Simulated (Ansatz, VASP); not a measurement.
## TeMoS4: VASP beside Ansatz

The input INCAR:

```
SYSTEM = TeMoS4
ALGO = Normal
EDIFF = 1E-6
ENCUT = 520
GGA = PE
ISIF = 2
ISMEAR = 0
LASPH = .TRUE.
LCHARG = .FALSE.
LREAL = .FALSE.
LWAVE = .FALSE.
NBANDS = 31
NELM = 60
PREC = Accurate
SIGMA = 0.1
```

KPOINTS

```
k-points
0
G
  12 12 4
  0 0 0
```

Contents of POSCAR:

```
TeMoS4
1.0
    4.4269366163      0.0000000000      0.0000000000
   -2.2134683081      3.8338395707      0.0000000000
    0.0000000000      0.0000000000      9.5469015870
Te Mo S
1 1 4
Direct
    0.0000000000      0.0000000000      0.5000000000
    0.0000000000      0.0000000000      0.0000000000
    0.0000000000      0.0000000000      0.2425108828
    0.0000000000      0.0000000000      0.7574891172
    0.3333333333      0.6666666667      0.0000000000
    0.6666666667      0.3333333333      0.0000000000
```

Input for Ansatz:

```yaml
crystal:
  lattice:
    - [4.4269366163, 0.0, 0.0]
    - [-2.2134683081, 3.8338395707, 0.0]
    - [0.0, 0.0, 9.546901587]
  atoms:
    - { symbol: Te, position: [0.0, 0.0, 0.5] }
    - { symbol: Mo, position: [0.0, 0.0, 0.0] }
    - { symbol: S, position: [0.0, 0.0, 0.2425108828] }
    - { symbol: S, position: [0.0, 0.0, 0.7574891172] }
    - { symbol: S, position: [0.3333333333, 0.6666666667, 0.0] }
    - { symbol: S, position: [0.6666666667, 0.3333333333, 0.0] }
basis:
  ecutwfc: 420
kpoints:
  mp_grid: { grid: [12, 12, 4] }
  band_path:
    path:
      - [[0.0, 0.0, 0.0], [0.5, 0.0, 0.0], [0.33333333, 0.33333333, 0.0], [0.0, 0.0, 0.0], [0.0, 0.0, 0.5], [0.5, 0.0, 0.5], [0.33333333, 0.33333333, 0.5], [0.0, 0.0, 0.5]]
      - [[0.5, 0.0, 0.5], [0.5, 0.0, 0.0]]
      - [[0.33333333, 0.33333333, 0.5], [0.33333333, 0.33333333, 0.0]]
    npoints: 14
hamiltonian:
  xc: pbe
scf:
  occupations: { method: gaussian, width: 0.1 }
  n_extra_bands: 15
output:
  forces: true
  stress: true
  eigenvalues: true
  populations: true
  dos: { projected: true, de: 0.02, nscf_kmesh: { grid: [15, 15, 5] } }
  bader: true
  write_density: true
  write_potential: true
  elf: true
  volumetric_format: npy
```

Alike in both runs: task single point; functional PBE; k mesh 12 × 12 × 4; occupations gaussian, width 0.1 eV; no spin polarisation.

```csv
,VASP,Ansatz
version,VASP 6.6.1,Ansatz 0.2.0
potentials or method,"VASP PAW PBE potentials, release 64 (Te, Mo_sv, S), cutoff 520 eV","scalar-relativistic, plane waves, PAW"
valence electrons in the cell,44,54
```

VASP gave:

| Property | Result |
| --- | --- |
| gap on the k mesh at the Fermi level (eV) | none |
| pressure (GPa) | -0.1 |
| traceless stress, the component that is largest in VASP (GPa) | -0.05 |

Q: Estimate Ansatz's values.

A: gap on the k mesh at the Fermi level (eV): none; pressure (GPa): 0.0; traceless stress, the component that is largest in VASP (GPa): 0.00.

A gap of «none» marks a metal or a gap that the smearing closes. With one functional, cell and mesh, what is left measures potentials, basis and numerics. VASP's potentials hold 44 valence electrons a cell and Ansatz's 54, so a difference there can come from the potentials and not from the codes.

Neither program's run includes spin-orbit coupling.
